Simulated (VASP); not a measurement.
Set up this calculation in VASP 6.6.1, as the native input.

- Task: single point
- Functional: PBEsol
- Potentials or basis: VASP PAW PBE potentials, release 64 (O)
- Cutoff: 520 eV
- k mesh: 6 × 6 × 6
- Occupations: gaussian, width 0.05 eV
- Spin: no spin polarisation
- Dipole correction: no
- Further INCAR settings: ALGO = Normal; EDIFF = 1e-07; NBANDS = 20

The structure of O lies in POSCAR:

```
O
1.0
    3.8922577200      0.0000000000      0.0000000000
    0.0000000000      3.7894570000      0.0000000000
   -0.9966562300      0.0000000000      2.9534146900
O
4
Direct
    0.3329660000      0.6941230000      0.6812950000
    0.6670340000      0.6941230000      0.8187050000
    0.6670340000      0.3058770000      0.3187050000
    0.3329660000      0.3058770000      0.1812950000
```

The input as run:

INCAR

```
ALGO = Normal
EDIFF = 1E-7
ENCUT = 520
GGA = PS
ISIF = 2
ISMEAR = 0
LASPH = T
LCHARG = T
LELF = T
LREAL = F
LVHAR = T
LWAVE = F
NBANDS = 20
NELM = 60
PREC = Accurate
SIGMA = 0.05
```

KPOINTS

```
k-points
0
Gamma
  6 6 6
```

Potentials or basis: VASP PAW PBE potentials, release 64 (O).

The run is started by

```sh
$ cat potpaw_PBE.64/O/POTCAR > POTCAR
$ mpirun -np 1 vasp_std > vasp.out
```

It gave:

The pressure is -1.5 GPa, the largest force is 0.678 eV/Å and the band gap on the k mesh is 0.46 eV, indirect (least direct gap 0.64 eV).

Caveat: the standard files for N, O and F lose accuracy on very short bonds; spin is off for a triplet molecule; the PAW data sets were made with another functional, which shifts forces and pressure a little.

Wall time 68 s on 1 thread of Intel(R) Xeon(R) Platinum 8375C CPU @ 2.90GHz (Ice Lake), on a shared host, peak memory 0.17 GiB.
